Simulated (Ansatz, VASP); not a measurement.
## Zn5CdS6 in VASP and in Ansatz

```
CELL_PARAMETERS angstrom
3.83311 0.00000 0.00000
-1.91656 3.31957 0.00000
0.00000 0.00000 18.77834
ATOMIC_POSITIONS crystal
Zn 0.00000 0.00000 0.00000
Zn 0.66667 0.33333 0.66667
Zn 0.00000 0.00000 0.50000
Zn 0.33333 0.66667 0.33333
Zn 0.66667 0.33333 0.16667
Cd 0.33333 0.66667 0.83333
S 0.00000 0.00000 0.87500
S 0.33333 0.66667 0.70833
S 0.66667 0.33333 0.54167
S 0.00000 0.00000 0.37500
S 0.33333 0.66667 0.20833
S 0.66667 0.33333 0.04167
```

Alike in both runs: task relaxation of cell and atoms; functional PBE; k mesh 6 × 6 × 1; occupations gaussian, width 0.1 eV; no spin polarisation.

|  | VASP | Ansatz |
| --- | --- | --- |
| version | VASP 6.6.1 | Ansatz 0.2.0 |
| potentials or method | VASP PAW PBE potentials, release 64 (Zn, Cd, S), cutoff 600 eV | scalar-relativistic, plane waves, PAW |
| valence electrons in the cell | 108 | 116 |

Ansatz gave:

- gap on the k mesh at the Fermi level, each at its own relaxed structure (eV): 1.55
- relaxed volume (Å³/atom): 21.08
- relaxed length of the cell vector where the two differ most in proportion (Å): 19.204

Q: What did VASP give for the same quantities?

A: gap on the k mesh at the Fermi level, each at its own relaxed structure (eV): 1.52; relaxed volume (Å³/atom): 21.13; relaxed length of the cell vector where the two differ most in proportion (Å): 19.242.

VASP's potentials hold 108 valence electrons a cell and Ansatz's 116, so a difference there can come from the potentials and not from the codes.
